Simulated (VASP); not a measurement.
# CuO (Tenorite) (C2/c) in VASP: relaxation of cell and atoms with PBE

Aim: the relaxation of cell and atoms of CuO (Tenorite) with PBE.

Everything below comes from runs of VASP 6.6.1. Logs are shortened: lines on timing, memory, paths and dates and some standing lists are left out, and cuts for length are marked.

### 1 The cell of the first run

It takes space group C2/c (No. 15, monoclinic). The conventional cell has a = 4.684 Å, b = 3.423 Å, c = 5.129 Å, α = 90.00°, β = 99.54°, γ = 90.00°. Cu (site symmetry -1) has 4 O at 1.95 to 1.96 Å within 2.6 Å. O (site symmetry 2) has 4 Cu at 1.95 to 1.96 Å within 2.6 Å.

### 2 Relaxation of cell and atoms, PBE

The input, INCAR:

```
PREC = Accurate
ENCUT = 600
EDIFF = 1E-7
ISMEAR = -1
SIGMA = 0.1
LREAL = F
LASPH = T
NELM = 100
ALGO = Normal
ISIF = 3
LWAVE = F
LCHARG = F
GGA = PE
IBRION = 2
NSW = 80
EDIFFG = -0.01
```

The input, KPOINTS:

```
regular mesh
0
Gamma
  7 7 4
```

The input, POSCAR:

```
CuO
1.0
    2.3418500000     -1.7113000000      0.0000000000
    2.3418500000      1.7113000000      0.0000000000
   -0.8500274300      0.0000000000      5.0578693900
Cu O
2 2
Direct
    0.0000000000      0.5000000000      0.0000000000
    0.5000000000      0.0000000000      0.5000000000
    0.5816000000      0.4184000000      0.2500000000
    0.4184000000      0.5816000000      0.7500000000
```

Potentials or basis: VASP PAW PBE potentials, release 64 (Cu, O).

Launch:

```sh
$ cat potpaw_PBE.64/Cu/POTCAR potpaw_PBE.64/O/POTCAR > POTCAR
$ mpirun -np 1 vasp_std > vasp.out
```

OUTCAR:

```text
PREC = Accurate
   ENCUT = 600
   EDIFF = 1E-7
   ISMEAR = -1
   LREAL = F
   LASPH = T
   NELM = 100
   ISIF = 3
   GGA = PE
   IBRION = 2
   NSW = 80
   EDIFFG = -0.01

 ion  position               nearest neighbor table
   1  0.000  0.500  0.000-   3 1.95   4 1.95   4 1.96   3 1.96
   2  0.500  0.000  0.500-   4 1.95   3 1.95   4 1.96   3 1.96
   3  0.582  0.418  0.250-   2 1.95   1 1.95   2 1.96   1 1.96
   4  0.418  0.582  0.750-   1 1.95   2 1.95   2 1.96   1 1.96

  LATTYP: Found a base centered monoclinic cell.
 ALAT       =     4.6837000000
 B/A-ratio  =     0.7307470589
 C/A-ratio  =     1.0950317048
 COS(beta)  =    -0.1657361236

  Lattice vectors:

 A1 = (   2.3418500000,  -1.7113000000,   0.0000000000)
 A2 = (   2.3418500000,   1.7113000000,   0.0000000000)
 A3 = (  -0.8500274300,   0.0000000000,   5.0578693900)

Analysis of symmetry for initial positions (statically):
=====================================================================
 Subroutine PRICEL returns:
 Original cell was already a primitive cell.

 Routine SETGRP: Setting up the symmetry group for a
 base centered monoclinic supercell.

 Subroutine GETGRP returns: Found  4 space group operations
 (whereof  2 operations were pure point group operations)
 out of a pool of  4 trial point group operations.

The static configuration has the point symmetry S_2 .
 The point group associated with its full space group is C_2h.

Analysis of symmetry for dynamics (positions and initial velocities):
=====================================================================
 Subroutine PRICEL returns:
 Original cell was already a primitive cell.

 Routine SETGRP: Setting up the symmetry group for a
 base centered monoclinic supercell.

 Subroutine GETGRP returns: Found  4 space group operations
 (whereof  2 operations were pure point group operations)
 out of a pool of  4 trial point group operations.

The dynamic configuration has the point symmetry S_2 .
 The point group associated with its full space group is C_2h.

 Subroutine INISYM returns: Found  4 space group operations
 (whereof  2 operations are pure point group operations),
 and found     1 'primitive' translations

----------------------------------------------------------------------------------------

                                     Primitive cell

  volume of cell :      40.5399

  direct lattice vectors                    reciprocal lattice vectors
     2.341850000 -1.711300000  0.000000000     0.213506416 -0.292175539  0.035881968
     2.341850000  1.711300000  0.000000000     0.213506416  0.292175539  0.035881968
    -0.850027430  0.000000000  5.057869390     0.000000000  0.000000000  0.197711709

  length of vectors
     2.900484289  2.900484289  5.128799996     0.363646877  0.363646877  0.197711709

  position of ions in fractional coordinates (direct lattice)
     0.000000000  0.500000000  0.000000000
     0.500000000  0.000000000  0.500000000
     0.581600000  0.418400000  0.250000000
     0.418400000  0.581600000  0.750000000

  ion indices of the primitive-cell ions
   primitive index   ion index
                 1           1
                 2           2
                 3           3
                 4           4

----------------------------------------------------------------------------------------

 KPOINTS: regular mesh

Automatic generation of k-mesh.
 Grid dimensions read from file:
 generate k-points for:    7    7    4

 Generating k-lattice:

  Cartesian coordinates                     Fractional coordinates (reciprocal lattice)
     0.030500917 -0.041739363  0.005125995     0.142857143  0.000000000  0.000000000
     0.030500917  0.041739363  0.005125995     0.000000000  0.142857143  0.000000000
     0.000000000  0.000000000  0.049427927     0.000000000  0.000000000  0.250000000

  Length of vectors
     0.051949554  0.051949554  0.049427927

  Shift w.r.t. Gamma in fractional coordinates (k-lattice)
     0.000000000  0.000000000  0.000000000

 Subroutine IBZKPT returns following result:
 ===========================================

 Found     60 irreducible k-points:

 Following reciprocal coordinates:
            Coordinates               Weight
  0.000000  0.000000  0.000000      1.000000
  0.142857 -0.000000  0.000000      4.000000
  0.285714 -0.000000  0.000000      4.000000
  0.428571 -0.000000 -0.000000      4.000000
  0.142857  0.142857  0.000000      2.000000
  0.285714  0.142857  0.000000      4.000000
[... 16 lines left out ...]
 -0.142857  0.000000  0.250000      4.000000
  0.142857  0.142857  0.250000      2.000000
 [... further k-points ...]
   k-points           NKPTS =     60   k-points in BZ     NKDIM =     60   number of bands    NBANDS=     21
   number of dos      NEDOS =    301   number of ions     NIONS =      4
   total plane-waves  NPLWV =  24192
   dimension x,y,z NGX =    24 NGY =   24 NGZ =   42
   dimension x,y,z NGXF=    48 NGYF=   48 NGZF=   84
   ions per type =               2   2
   NGX,Y,Z   is equivalent  to a cutoff of  13.76, 13.76, 13.61 a.u.
   NGXF,Y,Z  is equivalent  to a cutoff of  27.51, 27.51, 27.23 a.u.
 SYSTEM =  unknown system
   PREC   = accura    normal or accurate (medium, high low for compatibility)
   ISTART =      0    job   : 0-new  1-cont  2-samecut
   ICHARG =      2    charge: 1-file 2-atom 10-const
   ISPIN  =      1    spin polarized calculation?
   LNONCOLLINEAR =      F non collinear calculations
   LSORBIT =      F    spin-orbit coupling
   LASPH  =      T    aspherical Exc in radial PAW
   ENCUT  =  600.0 eV  44.10 Ry    6.64 a.u.   5.79  5.79 10.24*2*pi/ulx,y,z
   NELM   =    100;   NELMIN=  2; NELMDL= -5     # of ELM steps
   EDIFF  = 0.1E-06   stopping-criterion for ELM
   LREAL  =      F    real-space projection
   EDIFFG = -.1E-01   stopping-criterion for IOM
   NSW    =     80    number of steps for IOM
   IBRION =      2    ionic relax: 0-MD 1-quasi-New 2-CG
   NFREE  =      1    steps in history (QN), initial steepest desc. (CG)
   ISIF   =      3    stress and relaxation
   ISYM   =      2    0-nonsym 1-usesym 2-fastsym
   POTIM  = 0.5000    time-step for ionic-motion
   TEBEG  =    0.0;   TEEND  =   0.0 temperature during run
   PSTRESS=    0.0 pullay stress
   NELECT =      34.0000    total number of electrons
   NUPDOWN=      -1.0000    fix difference up-down
   EMIN   =  10.00;   EMAX   =-10.00  energy-range for DOS
   EFERMI =   0.00;   METHOD = LEGACY
   ISMEAR =    -1;   SIGMA  =   0.10  broadening in eV -4-tet -1-fermi 0-gaus
   EFERMI_NEDOS =   21; number of points for ismear=-14 and -15
   IALGO  =     38    algorithm
   IMIX   =      4    mixing-type and parameters
     AMIX     =   0.40;   BMIX     =  1.00
     AMIX_MAG =   1.60;   BMIX_MAG =  1.00
  volume/ion in A,a.u.               =      10.13        68.39
  Fermi-wavevector in a.u.,A,eV,Ry     =   1.543856  2.917465 32.429379  2.383492
  Thomas-Fermi vector in A             =   2.649460
   LORBIT       =      0    0 simple, 1 ext, 2 COOP (PROOUT), +10 PAW based schemes
   GGA     = PE    functional components
   LHFCALC =     F    Hartree Fock is set to
   AEXX    =    0.0000 exact exchange contribution
   IVDW    =     0    specifies the selected vdW correction
   LEPSILON=     F    determine dielectric tensor
   LRPA    =     F    only Hartree local field effects (RPA)
 conjugate gradient relaxation of ions
 non-spin polarized calculation
  energy-cutoff  :      600.00
  volume of cell :       40.54
 maximum number of plane-waves:      1364
   NGX = 11   NGY = 11   NGZ = 21

--------------------------------------- Ionic step        1  -------------------------------------------

 number of electron      33.9999983 magnetization

 Free energy of the ion-electron system (eV)
  ---------------------------------------------------
  ext. energy  EPLUGINS =         0.00000000
  ---------------------------------------------------
  free energy    TOTEN  =       -19.56357612 eV

  energy without entropy =      -19.49215299  energy(sigma->0) =      -19.52786455

------------------------ aborting loop because EDIFF is reached ----------------------------------------

  FORCE on cell =-STRESS in cart. coord.  units (eV):
  Direction    XX          YY          ZZ          XY          YZ          ZX
  --------------------------------------------------------------------------------------
  -------------------------------------------------------------------------------------
  Total        1.5678226      1.8124944      1.4499157      0.0000000      0.0000000     -0.2754058
  in kB       61.9618926     71.6315645     57.3020947      0.0000000      0.0000000    -10.8843081
  external PRESSURE =      63.6318506 kB  Pullay stress =       0.0000000 kB
[... 95 lines left out ...]
  FREE ENERGIE OF THE ION-ELECTRON SYSTEM (eV)
  ---------------------------------------------------
  free  energy   TOTEN  =       -19.5987395880 eV

  energy  without entropy=      -19.5260127111  energy(sigma->0) =      -19.56237615

[... ionic steps 4 to 26 ...]

--------------------------------------- Ionic step       27  -------------------------------------------

 number of electron      34.0000015 magnetization

------------------------ aborting loop because EDIFF is reached ----------------------------------------

  FORCE on cell =-STRESS in cart. coord.  units (eV):
  Direction    XX          YY          ZZ          XY          YZ          ZX
  --------------------------------------------------------------------------------------
  -------------------------------------------------------------------------------------
  Total        0.0284745      0.0618820     -0.0058347      0.0000000      0.0000000      0.0178512
  in kB        1.0198641      2.2164125     -0.2089813      0.0000000      0.0000000      0.6393714
  external PRESSURE =       1.0090984 kB  Pullay stress =       0.0000000 kB
[... 61 lines left out ...]
  energy  without entropy=      -19.6917724527  energy(sigma->0) =      -19.72587543

--------------------------------------- Ionic step       29  -------------------------------------------

 number of electron      34.0000016 magnetization

 Free energy of the ion-electron system (eV)
  ---------------------------------------------------
  ext. energy  EPLUGINS =         0.00000000
  ---------------------------------------------------
  free energy    TOTEN  =       -19.76001428 eV

  energy without entropy =      -19.69180906  energy(sigma->0) =      -19.72591167

 E-fermi :   4.7576     XC(G=0): -11.2619

 val. band max:        4.7414617760   @ k =  -0.1429   0.0000   0.2500
 cond. band min:       4.7702013394   @ k =  -0.2857   0.1429   0.5000
 fundamental gap:      0.0287395633
 Fermi energy:         4.7575842762

 k-point     1 :       0.0000    0.0000    0.0000
  band No.  band energies     occupation
      1     -14.9259      2.00000
      2     -13.6575      2.00000
      3      -3.2252      2.00000
      4      -0.6283      2.00000
      5      -0.5046      2.00000
      6       1.0985      2.00000
[... 550 lines left out ...]
      5      -0.5571      2.00000
      6       0.2510      2.00000
[... 13 lines left out ...]
     20      10.0990      0.00000
     21      13.9127      0.00000

 [... further k-points ...]
[... 5 lines left out ...]
  --------------------------------------------------------------------------------------
  -------------------------------------------------------------------------------------
  Total       -0.0092357      0.0302343     -0.0249566      0.0000000      0.0000000      0.0093256
  in kB       -0.3304483      1.0817716     -0.8929378      0.0000000      0.0000000      0.3336668
  external PRESSURE =      -0.0472048 kB  Pullay stress =       0.0000000 kB
[... 19 lines left out ...]
  FREE ENERGIE OF THE ION-ELECTRON SYSTEM (eV)
  ---------------------------------------------------
  free  energy   TOTEN  =       -19.7600142765 eV

  energy  without entropy=      -19.6918090600  energy(sigma->0) =      -19.72591167

 reached required accuracy - stopping structural energy minimisation
```

It took 15 min on 1 thread of Intel Xeon Platinum 8488C (Sapphire Rapids), shared host; peak memory 0.21 GiB.

Results:

```yaml
Free_energy: -19.7600 eV
Relaxed_volume: 11.19 Å³/atom
Relaxed_cell: a = 2.944 Å, b = 2.944 Å, c = 5.176 Å, α = 90.29°, β = 90.29°, γ = 86.52°
Space_group_after_relaxing_to_0.05_Å: Cccm (No. 66)
Energy_gained_by_relaxing: 49.1 meV/atom
Ionic_steps: 29
Pressure_after_relaxing: 0.0 GPa
Largest_force_after_relaxing: 0.004 eV/Å
Band_gap_on_the_k_mesh: zero (band 17 reaches 5.34 eV, above the bottom of band 18 at 4.27 eV)
```

Forces on the atoms (eV/Å):
```
Cu   0.000  0.000  0.000
Cu   0.000  0.000  0.000
O    0.000  0.004  0.000
O    0.000 -0.004  0.000
```

Stress tensor (GPa, compression positive):
```
-0.03  0.00  0.03
 0.00  0.11  0.00
 0.03  0.00 -0.09
```

Step by step:
| step | energy change (eV) | largest force (eV/Å) | pressure (GPa) | volume (Å³) |
| --- | --- | --- | --- | --- |
| 1 | 0.0000 | 0.2288 | 6.36 | 40.54 |
| 2 | -0.0298 | 0.3284 | -2.99 | 42.95 |
| 3 | -0.0352 | 0.2990 | -0.54 | 42.24 |
| 4 | -0.0501 | 0.2466 | -0.45 | 42.42 |
| 5 | -0.0795 | 0.0674 | 0.24 | 42.93 |
| 6 | -0.0545 | 0.3726 | 2.12 | 43.86 |
| 7 | -0.0844 | 0.0657 | 0.77 | 43.21 |
| 8 | -0.0963 | 0.0467 | 0.31 | 43.51 |
| 9 | -0.1249 | 0.0030 | -1.02 | 44.38 |
| 10 | -0.1497 | 0.0287 | -3.73 | 45.98 |
| 11 | -0.1646 | 0.0209 | -2.74 | 45.75 |
| 12 | -0.1797 | 0.0162 | -1.14 | 45.33 |
| 13 | -0.1750 | 0.0331 | 2.02 | 44.39 |
| 14 | -0.1833 | 0.0160 | 0.21 | 44.97 |
| 15 | -0.1884 | 0.0212 | -0.19 | 44.99 |
| 16 | -0.1924 | 0.0304 | -0.97 | 45.03 |
| 17 | -0.1925 | 0.0298 | -0.86 | 45.03 |
| 18 | -0.1936 | 0.0243 | 0.12 | 44.71 |
| 19 | -0.1936 | 0.0240 | 0.23 | 44.69 |
| 20 | -0.1936 | 0.0241 | 0.21 | 44.70 |
| 21 | -0.1940 | 0.0212 | 0.13 | 44.70 |
| 22 | -0.1949 | 0.0128 | 0.04 | 44.73 |
| 23 | -0.1955 | 0.0036 | -0.22 | 44.77 |
| 24 | -0.1959 | 0.0032 | -0.07 | 44.73 |
| 25 | -0.1962 | 0.0022 | 0.23 | 44.67 |
| 26 | -0.1962 | 0.0016 | 0.36 | 44.64 |
| 27 | -0.1964 | 0.0026 | 0.10 | 44.73 |
| 28 | -0.1964 | 0.0072 | -0.20 | 44.84 |
| 29 | -0.1964 | 0.0043 | 0.00 | 44.78 |

Final structure:
```cif
data_structure
_symmetry_space_group_name_H-M 'P 1'
_symmetry_Int_Tables_number 1
_cell_length_a 2.9442
_cell_length_b 2.9442
_cell_length_c 5.1756
_cell_angle_alpha 90.287
_cell_angle_beta 90.287
_cell_angle_gamma 86.515
_cell_volume 44.78
loop_
_atom_site_label
_atom_site_type_symbol
_atom_site_fract_x
_atom_site_fract_y
_atom_site_fract_z
_atom_site_occupancy
Cu1 Cu 0.00000 0.50000 0.00000 1
Cu2 Cu 0.50000 0.00000 0.50000 1
O1 O 0.50203 0.49797 0.25000 1
O2 O 0.49797 0.50203 0.75000 1
```

Caveat: the volume moved by +10 % from the deposited cell, more than functionals usually miss; semilocal functionals often make such compounds metallic where correlation or magnetic order opens a gap, which also shifts bond lengths.
